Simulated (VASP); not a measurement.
# Ti (Fm-3m) in VASP: a series of runs, part 2 of 2

VASP 6.6.1. The steps go on from the part before.

### 4 Single point, r2SCAN

This run uses another cell than the first one, of 17.36 Å³/atom, 0.943 times its volume.

POSCAR

```
Ti
1.0
    0.0000000000      2.0551516154      2.0551516154
    2.0551516154      0.0000000000      2.0551516154
    2.0551516154      2.0551516154      0.0000000000
Ti
1
Direct
    0.0000000000      0.0000000000      0.0000000000
```

INCAR.step1

```
SYSTEM = Ti
ALGO     = Normal         ! electronic algorithm
EDIFF    = 1E-4           ! SCF threshold, eV
ENCUT    = 520            ! plane-wave cutoff, eV
GGA      = PE             ! functional
ISMEAR   = 0              ! smearing method
LASPH    = .TRUE.         ! aspherical terms in the spheres
LCHARG   = .FALSE.        ! write CHGCAR
LREAL    = .FALSE.        ! projectors in reciprocal space
LWAVE    = .TRUE.         ! write WAVECAR
NBANDS   = 12             ! bands
NELM     = 80             ! most SCF steps
PREC     = Accurate       ! precision mode
SIGMA    = 0.1            ! smearing width, eV
```

INCAR.step2

```
SYSTEM = Ti
ALGO     = Normal         ! electronic algorithm
EDIFF    = 1E-6           ! SCF threshold, eV
ENCUT    = 520            ! plane-wave cutoff, eV
ISIF     = 2              ! what is computed and relaxed
ISMEAR   = 0              ! smearing method
ISTART   = 1            
LASPH    = .TRUE.         ! aspherical terms in the spheres
LCHARG   = .TRUE.         ! write CHGCAR
LELF     = .TRUE.         ! ELF
LMIXTAU  = .TRUE.       
LREAL    = .FALSE.        ! projectors in reciprocal space
LVHAR    = .TRUE.       
LWAVE    = .FALSE.        ! write WAVECAR
METAGGA  = R2SCAN         ! meta-GGA
NBANDS   = 12             ! bands
NELM     = 80             ! most SCF steps
PREC     = Accurate       ! precision mode
SIGMA    = 0.1            ! smearing width, eV
```

KPOINTS

```
k-points
0
G
  18 18 18
  0 0 0
```

Potentials or basis: VASP PAW PBE potentials, release 64 (Ti_sv).

Launch:

```sh
$ cat potpaw_PBE.64/Ti_sv/POTCAR > POTCAR
$ cp INCAR.step1 INCAR
$ mpirun -np 1 vasp_std > vasp.out
$ cp INCAR.step2 INCAR
$ mpirun -np 1 vasp_std > vasp.out
```

OUTCAR:

```text
SYSTEM = Ti
   EDIFF = 1E-6
   ENCUT = 520
   ISIF = 2
   ISMEAR = 0
   ISTART = 1
   LASPH = .TRUE.
   LREAL = .FALSE.
   METAGGA = R2SCAN
   NELM = 80
   PREC = Accurate

 ion  position               nearest neighbor table
   1  0.000  0.000  0.000-

  LATTYP: Found a face centered cubic cell.
 ALAT       =     4.1103032308

  Lattice vectors:

 A1 = (   0.0000000000,   2.0551516154,   2.0551516154)
 A2 = (   2.0551516154,   0.0000000000,   2.0551516154)
 A3 = (   2.0551516154,   2.0551516154,   0.0000000000)

Analysis of symmetry for initial positions (statically):
=====================================================================
 Subroutine PRICEL returns:
 Original cell was already a primitive cell.

 Routine SETGRP: Setting up the symmetry group for a
 face centered cubic supercell.

 Subroutine GETGRP returns: Found 48 space group operations
 (whereof 48 operations were pure point group operations)
 out of a pool of 48 trial point group operations.

The static configuration has the point symmetry O_h .

Analysis of symmetry for dynamics (positions and initial velocities):
=====================================================================
 Subroutine PRICEL returns:
 Original cell was already a primitive cell.

 Routine SETGRP: Setting up the symmetry group for a
 face centered cubic supercell.

 Subroutine GETGRP returns: Found 48 space group operations
 (whereof 48 operations were pure point group operations)
 out of a pool of 48 trial point group operations.

The dynamic configuration has the point symmetry O_h .

 Subroutine INISYM returns: Found 48 space group operations
 (whereof 48 operations are pure point group operations),
 and found     1 'primitive' translations

[... 111 lines left out ...]
     AMIX     =   0.40;   BMIX     =  1.00
     AMIX_MAG =   1.60;   BMIX_MAG =  1.00
  volume/ion in A,a.u.               =      17.36       117.15
  Fermi-wavevector in a.u.,A,eV,Ry     =   1.447487  2.735354 28.507185  2.095219
  Thomas-Fermi vector in A             =   2.565436
   LORBIT       =      0    0 simple, 1 ext, 2 COOP (PROOUT), +10 PAW based schemes
   METAGGA = R2SCAN    functional components
   LHFCALC =     F    Hartree Fock is set to
   AEXX    =    0.0000 exact exchange contribution
   IVDW    =     0    specifies the selected vdW correction
   LEPSILON=     F    determine dielectric tensor
   LRPA    =     F    only Hartree local field effects (RPA)
 non-spin polarized calculation
 Gauss-broadening in eV      SIGMA  =   0.10
  energy-cutoff  :      520.00
  volume of cell :       17.36
 maximum number of plane-waves:       489
 NGX is ok and might be reduce to    24
   NGX = 11   NGY = 11   NGZ = 11

 number of electron      12.0000002 magnetization

 Free energy of the ion-electron system (eV)
  ---------------------------------------------------
  ext. energy  EPLUGINS =         0.00000000
  ---------------------------------------------------
  free energy    TOTEN  =       -12.88360131 eV

  energy without entropy =      -12.87622033  energy(sigma->0) =      -12.87991082

 E-fermi :   8.2330     XC(G=0): -12.4150

 val. band max:        8.2249642706   @ k =  -0.3889   0.3889   0.1667
 cond. band min:       8.2442425160   @ k =   0.2778   0.0556   0.0000
 fundamental gap:      0.0192782454
 Fermi energy:         8.2330120762

 k-point     1 :       0.0000    0.0000    0.0000
  band No.  band energies     occupation
      1     -50.8125      2.00000
      2     -25.6150      2.00000
      3     -25.6149      2.00000
      4     -25.6149      2.00000
      5       1.7645      2.00000
      6       9.2348      0.00000
      7       9.2348      0.00000
      8       9.2348      0.00000
      9      11.0413      0.00000
     10      11.0413      0.00000
     11      24.0216      0.00000
     12      28.9127      0.00000
[... 331 lines left out ...]
 k-point    24 :      -0.2222    0.0556    0.0000
  band No.  band energies     occupation
      1     -50.7497      2.00000
      2     -25.9524      2.00000
      3     -25.6794      2.00000
      4     -25.6496      2.00000
      5       3.5948      2.00000
      6       8.3259      0.18879
      7       9.4951      0.00000
      8       9.6024      0.00000
      9      10.7990      0.00000
     10      11.2957      0.00000
     11      22.0065      0.00000
     12      24.7792      0.00000

 [... further k-points ...]
[... 5 lines left out ...]
  --------------------------------------------------------------------------------------
  -------------------------------------------------------------------------------------
  Total        0.0448320      0.0448320      0.0448320     -0.0000000      0.0000000     -0.0000000
  in kB        4.1374887      4.1374887      4.1374887     -0.0000000      0.0000000     -0.0000000
  external PRESSURE =       4.1374887 kB  Pullay stress =       0.0000000 kB

 VOLUME and BASIS-vectors are now :
 -----------------------------------------------------------------------------
  energy-cutoff  :      520.00
  volume of cell :       17.36
      direct lattice vectors                 reciprocal lattice vectors
     0.000000000  2.055151615  2.055151615    -0.243291053  0.243291053  0.243291053
     2.055151615  0.000000000  2.055151615     0.243291053 -0.243291053  0.243291053
     2.055151615  2.055151615  0.000000000     0.243291053  0.243291053 -0.243291053

 POSITION                                       TOTAL-FORCE (eV/Angst)
 -----------------------------------------------------------------------------------
      0.00000      0.00000      0.00000         0.000000      0.000000      0.000000
 -----------------------------------------------------------------------------------
    total drift:                                0.000000      0.000000     -0.000000

  FREE ENERGIE OF THE ION-ELECTRON SYSTEM (eV)
  ---------------------------------------------------
  free  energy   TOTEN  =       -12.8836013068 eV

  energy  without entropy=      -12.8762203272  energy(sigma->0) =      -12.87991082
```

OUTCAR.step1:

```text
SYSTEM = Ti
   EDIFF = 1E-4
   ENCUT = 520
   GGA = PE
   ISMEAR = 0
   LASPH = .TRUE.
[... 578 lines left out ...]
 -----------------------------------------------------------------------------------
      0.00000      0.00000      0.00000         0.000000      0.000000      0.000000
 -----------------------------------------------------------------------------------
    total drift:                                0.000000      0.000000      0.000000

  FREE ENERGIE OF THE ION-ELECTRON SYSTEM (eV)
  ---------------------------------------------------
  free  energy   TOTEN  =        -7.7821153137 eV

  energy  without entropy=       -7.7732922045  energy(sigma->0) =       -7.77770376
```

Run time: 97 s. Hardware: 1 thread of Intel Xeon Platinum 8488C (Sapphire Rapids), shared host; peak memory 0.18 GiB.

What came out:

- Free energy: -12.8836 eV
- Pressure: 0.4 GPa
- Band gap on the k mesh: zero (band 6 reaches 9.23 eV, above the bottom of band 7 at 7.81 eV)

Caveat: the PAW data sets were made with another functional, which shifts forces and pressure a little.

### 5 Single point, r2SCAN

This run uses another cell than the first one, of 17.36 Å³/atom, 0.943 times its volume.

POSCAR

```
Ti
1.0
    0.0000000000      2.0551516152      2.0551516152
    2.0551516152      0.0000000000      2.0551516152
    2.0551516152      2.0551516152      0.0000000000
Ti
1
Direct
    0.0000000000      0.0000000000      0.0000000000
```

INCAR.step1

```
ALGO     = Normal         # electronic algorithm
EDIFF    = 1E-4           # SCF threshold, eV
ENCUT    = 520            # plane-wave cutoff, eV
GGA      = PE             # functional
ISMEAR   = 0              # smearing method
LASPH    = T              # aspherical terms in the spheres
LCHARG   = F              # write CHGCAR
LREAL    = F              # projectors in reciprocal space
LWAVE    = T              # write WAVECAR
NBANDS   = 12             # bands
NELM     = 100            # most SCF steps
PREC     = Accurate       # precision mode
SIGMA    = 0.15           # smearing width, eV
```

INCAR.step2

```
ALGO     = Normal         # electronic algorithm
EDIFF    = 1E-6           # SCF threshold, eV
ENCUT    = 520            # plane-wave cutoff, eV
ISIF     = 2              # what is computed and relaxed
ISMEAR   = 0              # smearing method
ISTART   = 1            
LASPH    = T              # aspherical terms in the spheres
LCHARG   = F              # write CHGCAR
LMIXTAU  = T            
LREAL    = F              # projectors in reciprocal space
LWAVE    = F              # write WAVECAR
METAGGA  = R2SCAN         # meta-GGA
NBANDS   = 12             # bands
NELM     = 100            # most SCF steps
PREC     = Accurate       # precision mode
SIGMA    = 0.15           # smearing width, eV
```

KPOINTS

```
k-points
0
Gamma
  14 14 14
```

Launch:

```sh
$ cat potpaw_PBE.64/Ti_sv/POTCAR > POTCAR
$ cp INCAR.step1 INCAR
$ mpirun -np 1 vasp_std > vasp.out
$ cp INCAR.step2 INCAR
$ mpirun -np 1 vasp_std > vasp.out
```

Wall time 2.4 min (1 thread of AMD EPYC 7R43 (Zen 3), shared host); peak memory 0.12 GiB.

It converged, with:

```
Free energy            : -12.8884 eV
Pressure               : 0.5 GPa
Band gap on the k mesh : zero (band 6 reaches 9.24 eV, above the bottom of band 7 at 7.88 eV)
```

Levels at points of the mesh, in eV from the Fermi level:
```csv
k point,band 2,band 3,band 4,band 5,band 6,band 7,band 8,band 9,band 10,band 11
"(0.00, 0.00, 0.00)",-33.85,-33.85,-33.85,-6.47,1.00,1.00,1.00,2.81,2.81,15.78
"(0.50, 0.00, 0.00)",-34.55,-33.94,-33.94,-2.71,0.45,0.93,0.93,3.83,3.83,8.59
"(0.50, 0.50, 0.00)",-34.50,-34.09,-34.09,-2.65,-1.78,2.81,3.89,4.07,4.07,11.02
```

Caveat: the PAW data sets were made with another functional, which shifts forces and pressure a little.

### 6 Single point, r2SCAN

This run uses another cell than the first one, of 17.36 Å³/atom, 0.943 times its volume.

POSCAR is that of step 5.

INCAR.step1

```
SYSTEM = Ti
ALGO     = Normal         ! electronic algorithm
EDIFF    = 1E-4           ! SCF threshold, eV
ENCUT    = 520            ! plane-wave cutoff, eV
GGA      = PE             ! functional
ISMEAR   = 0              ! smearing method
LASPH    = .TRUE.         ! aspherical terms in the spheres
LCHARG   = .FALSE.        ! write CHGCAR
LREAL    = .FALSE.        ! projectors in reciprocal space
LWAVE    = .TRUE.         ! write WAVECAR
NBANDS   = 12             ! bands
NELM     = 80             ! most SCF steps
PREC     = Accurate       ! precision mode
SIGMA    = 0.1            ! smearing width, eV
```

INCAR.step2

```
SYSTEM = Ti
ALGO     = Normal         ! electronic algorithm
EDIFF    = 1E-6           ! SCF threshold, eV
ENCUT    = 520            ! plane-wave cutoff, eV
ISIF     = 2              ! what is computed and relaxed
ISMEAR   = 0              ! smearing method
ISTART   = 1            
LASPH    = .TRUE.         ! aspherical terms in the spheres
LCHARG   = .TRUE.         ! write CHGCAR
LELF     = .TRUE.         ! ELF
LMIXTAU  = .TRUE.       
LREAL    = .FALSE.        ! projectors in reciprocal space
LVHAR    = .TRUE.       
LWAVE    = .FALSE.        ! write WAVECAR
METAGGA  = R2SCAN         ! meta-GGA
NBANDS   = 12             ! bands
NELM     = 80             ! most SCF steps
PREC     = Accurate       ! precision mode
SIGMA    = 0.1            ! smearing width, eV
```

KPOINTS

```
k-points
0
G
  18 18 18
  0 0 0
```

Potentials or basis: VASP PAW PBE potentials, release 64 (Ti_sv).

Launch:

```sh
$ cat potpaw_PBE.64/Ti_sv/POTCAR > POTCAR
$ cp INCAR.step1 INCAR
$ mpirun -np 1 vasp_std > vasp.out
$ cp INCAR.step2 INCAR
$ mpirun -np 1 vasp_std > vasp.out
```

It took 4.4 min on 1 thread of AMD EPYC 7R43 (Zen 3), shared host; peak memory 0.13 GiB.

It converged, with:

- Free energy: -12.8836 eV
- Pressure: 0.4 GPa
- Band gap on the k mesh: zero (band 6 reaches 9.23 eV, above the bottom of band 7 at 7.81 eV)

Levels at points of the mesh, in eV from the Fermi level:
| k point | band 3 | band 4 | band 5 | band 6 | band 7 | band 8 | band 9 | band 10 |
| --- | --- | --- | --- | --- | --- | --- | --- | --- |
| (0.00, 0.00, 0.00) | -33.85 | -33.85 | -6.47 | 1.00 | 1.00 | 1.00 | 2.81 | 2.81 |
| (0.50, 0.00, 0.00) | -33.94 | -33.94 | -2.71 | 0.45 | 0.93 | 0.93 | 3.83 | 3.83 |
| (0.50, 0.50, 0.00) | -34.09 | -34.09 | -2.65 | -1.77 | 2.81 | 3.89 | 4.07 | 4.07 |

Caveat: the PAW data sets were made with another functional, which shifts forces and pressure a little.

### 7 Overview

| cell | k mesh | smearing | gap on the mesh (eV) | pressure (GPa) |
| --- | --- | --- | --- | --- |
| a = 2.963 Å, angles 60.0°, 1 atom | 18 × 18 × 18 | gaussian 0.1 eV | none | -5.5 |
| a = 3.000 Å, angles 60.0°, 1 atom | 18 × 18 × 18 | gaussian 0.1 eV | none | -8.8 |
| a = 2.906 Å, angles 60.0°, 1 atom | 18 × 18 × 18 | gaussian 0.1 eV | none | 0.4 |
| a = 2.906 Å, angles 60.0°, 1 atom | 14 × 14 × 14 | gaussian 0.15 eV | none | 0.5 |

Alike in all rows: task single point; level r2SCAN; potentials or basis VASP PAW PBE potentials, release 64 (Ti_sv); no spin polarisation; cutoff (eV) 520.

Caveats: the PAW data sets were made with another functional, which shifts forces and pressure a little.

Absolute energies hang on the potentials; compare differences alone.
